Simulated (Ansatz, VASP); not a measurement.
Two plane-wave programs on ZrB2

Contents of INCAR:

```
SYSTEM = ZrB2
ALGO     = Normal         ! electronic algorithm
EDIFF    = 1E-7           ! SCF threshold, eV
ENCUT    = 520            ! plane-wave cutoff, eV
GGA      = PS             ! functional
ISIF     = 2              ! what is computed and relaxed
ISMEAR   = 0              ! smearing method
LASPH    = .TRUE.         ! aspherical terms in the spheres
LCHARG   = .FALSE.        ! write CHGCAR
LREAL    = .FALSE.        ! projectors in reciprocal space
LWAVE    = .FALSE.        ! write WAVECAR
NBANDS   = 16             ! bands
NELM     = 100            ! most SCF steps
PREC     = Accurate       ! precision mode
SIGMA    = 0.15           ! smearing width, eV
```

KPOINTS

```
k-points
0
G
  18 18 12
  0 0 0
```

Contents of POSCAR:

```
ZrB2
1.0
    3.3521379914      0.0000000000      0.0000000000
   -1.6760689957      2.9030366575      0.0000000000
    0.0000000000      0.0000000000      3.1060910628
Zr B
1 2
Direct
    0.0000000000      0.0000000000      0.0000000000
    0.3333333333      0.6666666667      0.5000000000
    0.6666666667      0.3333333333      0.5000000000
```

Input for Ansatz:

```yaml
crystal:
  lattice:
    - [3.3521379914, 0.0, 0.0]
    - [-1.6760689957, 2.9030366575, 0.0]
    - [0.0, 0.0, 3.1060910628]
  atoms:
    - { symbol: Zr, position: [0.0, 0.0, 0.0] }
    - { symbol: B, position: [0.3333333333, 0.6666666667, 0.5] }
    - { symbol: B, position: [0.6666666667, 0.3333333333, 0.5] }
basis:
  ecutwfc: 520.0
kpoints:
  mp_grid: { grid: [18, 18, 12] }
hamiltonian:
  xc: pbesol
scf:
  occupations: { method: gaussian, width: 0.15 }
output:
  forces: true
  stress: true
  eigenvalues: true
```

Alike in both runs: task single point; functional PBEsol; k mesh 18 × 18 × 12; occupations gaussian, width 0.15 eV; no spin polarisation.

|  | VASP | Ansatz |
| --- | --- | --- |
| version | VASP 6.6.1 | Ansatz 0.2.0 |
| potentials or method | VASP PAW PBE potentials, release 64 (Zr_sv, B), cutoff 520 eV | scalar-relativistic, plane waves, PAW |
| valence electrons in the cell | 18 | 18 |

```tsv
	VASP	Ansatz	Ansatz less VASP
gap on the k mesh at the Fermi level (eV)	none	none	-
pressure (GPa)	0.6	0.2	-0.36
traceless stress, the component that is largest in VASP (GPa)	39.17	39.17	-0.005
```

VASP's potentials were made for PBE, not for PBEsol. A gap of «none» marks a metal or a gap that the smearing closes.
